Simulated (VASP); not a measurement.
Wanted: the native input for a VASP 6.6.1 run.

| Item | Value |
| --- | --- |
| Task | single point |
| Functional | PBE |
| Potentials or basis | VASP PAW PBE potentials, release 64 (Ag, Pt) |
| Cutoff | 520 eV |
| k mesh | 6 × 6 × 6 |
| Occupations | gaussian, width 0.1 eV |
| Spin | no spin polarisation |
| Dipole correction | no |
| Further INCAR settings | ALGO = Normal; EDIFF = 1e-06; NBANDS = 23 |

The structure of Ag2Pt lies in POSCAR:

```
Ag2Pt
1.0
    0.0000000000      2.9844080765      2.9844080765
    2.9844080765      0.0000000000      2.9844080765
    2.9844080765      2.9844080765      0.0000000000
Ag Pt
2 1
Direct
    0.2500000000      0.2500000000      0.2500000000
    0.7500000000      0.7500000000      0.7500000000
    0.0000000000      0.0000000000      0.0000000000
```

One way to write it, as run:

INCAR

```
SYSTEM = Ag2Pt
ALGO = Normal
EDIFF = 1E-6
ENCUT = 520
GGA = PE
ISIF = 2
ISMEAR = 0
LASPH = .True.
LCHARG = .False.
LREAL = .False.
LWAVE = .False.
NBANDS = 23
NELM = 100
PREC = Accurate
SIGMA = 0.1
```

KPOINTS

```
k-points
0
Gamma
  6 6 6
  0 0 0
```

Potentials or basis: VASP PAW PBE potentials, release 64 (Ag, Pt).

The run is started by

```bash
$ cat potpaw_PBE.64/Ag/POTCAR potpaw_PBE.64/Pt/POTCAR > POTCAR
$ mpirun -np 1 vasp_std > vasp.out
```

Results of the run:

The pressure is 20.9 GPa. The band gap on the k mesh is zero (bands 16 and 17 overlap by 0.16 eV).

Caveat: the cell stands under pressure; spin-orbit coupling is left out, which moves the levels of the heavy elements.

Run time: 7.7 s on 1 thread of Intel(R) Xeon(R) 6975P-C (Granite Rapids) (shared host), peak memory 0.18 GiB.
